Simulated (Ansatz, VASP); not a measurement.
## Ti3IrO8 in VASP and in Ansatz

```
CELL_PARAMETERS angstrom
4.59220 0.00000 0.00000
0.00000 4.59220 0.00000
0.00000 0.00000 5.91480
ATOMIC_POSITIONS crystal
Ir 0.00183 0.00111 0.99939
Ti 0.00242 0.00166 0.49966
Ti 0.49822 0.50553 0.25269
Ti 0.50571 0.49734 0.74644
O 0.30546 0.30480 0.99924
O 0.30616 0.30525 0.49923
O 0.20278 0.80008 0.25794
O 0.19996 0.80278 0.74619
O 0.69831 0.69704 0.99925
O 0.69771 0.69655 0.49928
O 0.80355 0.19866 0.25243
O 0.80059 0.20191 0.74086
```

Alike in both runs: task single point; functional PBEsol; k mesh 4 × 4 × 3; occupations gaussian, width 0.05 eV; collinear spin; Hubbard terms Ir d U = 2.0 eV.

```csv
,VASP,Ansatz
version,VASP 6.6.1,Ansatz 0.2.0
potentials or method,"VASP PAW PBE potentials, release 64 (Ir, Ti_sv, O), cutoff 520 eV","scalar-relativistic, plane waves, PAW"
valence electrons in the cell,93,101
```

Ansatz gave:

* gap on the k mesh at the Fermi level (eV): 0.04
* least direct gap on the mesh (eV): 0.32
* pressure (GPa): 1.6
* traceless stress, the component that is largest in VASP (GPa): -3.14
* rms of the force components (eV/Å): 0.010
* net moment per atom (μB): 0.08
* size of the moment on the site where the two differ most (μB): 0.40

Q: Estimate VASP's values.

A: gap on the k mesh at the Fermi level (eV): 0.06; least direct gap on the mesh (eV): 0.32; pressure (GPa): 2.2; traceless stress, the component that is largest in VASP (GPa): -3.13; rms of the force components (eV/Å): 0.022; net moment per atom (μB): 0.08; size of the moment on the site where the two differ most (μB): 0.61.

VASP's potentials were made for PBE, not for PBEsol. Site moments also hang on the region over which each program counts them. The programs project onto different local orbitals, so the same U acts differently, and such runs can settle in different states. Atom by atom the forces differ by 0.016 eV/Å (rms over components). VASP's potentials hold 93 valence electrons a cell and Ansatz's 101, so a difference there can come from the potentials and not from the codes. Ansatz's warnings: specified occupation not kept.

Spin-orbit coupling is off throughout.
